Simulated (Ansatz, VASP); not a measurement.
## AlGa3N4: VASP beside Ansatz

```
Al Ga N
1.0
     5.14235    0.00000    0.00012
     0.00000    3.16498    0.00000
    -0.00359    0.00000    5.47849
Al Ga N
1 3 4
Direct
  0.00060 0.50000 0.66736
  0.49912 0.50000 0.33492
  0.49903 0.00000 0.83156
  0.99986 0.00000 0.16618
  0.13549 0.50000 0.32950
  0.13347 0.00000 0.81578
  0.63627 0.00000 0.15562
  0.64706 0.50000 0.65670
```

Change from the starting cell: all N atoms moved -0.100 Å, as atom 5 towards its neighbour atom 8 (N) at 3.087 Å.

Alike in both runs: task single point; functional PBEsol; k mesh 6 × 8 × 6; occupations gaussian, width 0.05 eV; no spin polarisation.

|  | VASP | Ansatz |
| --- | --- | --- |
| version | VASP 6.6.1 | Ansatz 0.2.0 |
| potentials or method | VASP PAW PBE potentials, release 64 (Al, Ga_d, N), cutoff 520 eV | scalar-relativistic, plane waves, PAW |
| valence electrons in the cell | 62 | 62 |

Ansatz gave:

| Property | Result |
| --- | --- |
| gap on the k mesh at the Fermi level (eV) | 2.23 |
| least direct gap on the mesh (eV) | 2.23 |
| pressure (GPa) | 1.0 |
| traceless stress, the component that is largest in VASP (GPa) | 7.11 |
| rms of the force components (eV/Å) | 0.758 |

What did VASP give for the same quantities?

gap on the k mesh at the Fermi level (eV): 2.24; least direct gap on the mesh (eV): 2.24; pressure (GPa): 0.9; traceless stress, the component that is largest in VASP (GPa): 7.05; rms of the force components (eV/Å): 0.752.

VASP's potentials were made for PBE, not for PBEsol. Atom by atom the forces differ by 0.011 eV/Å (rms over components). With one functional, cell and mesh, what is left measures potentials, basis and numerics.
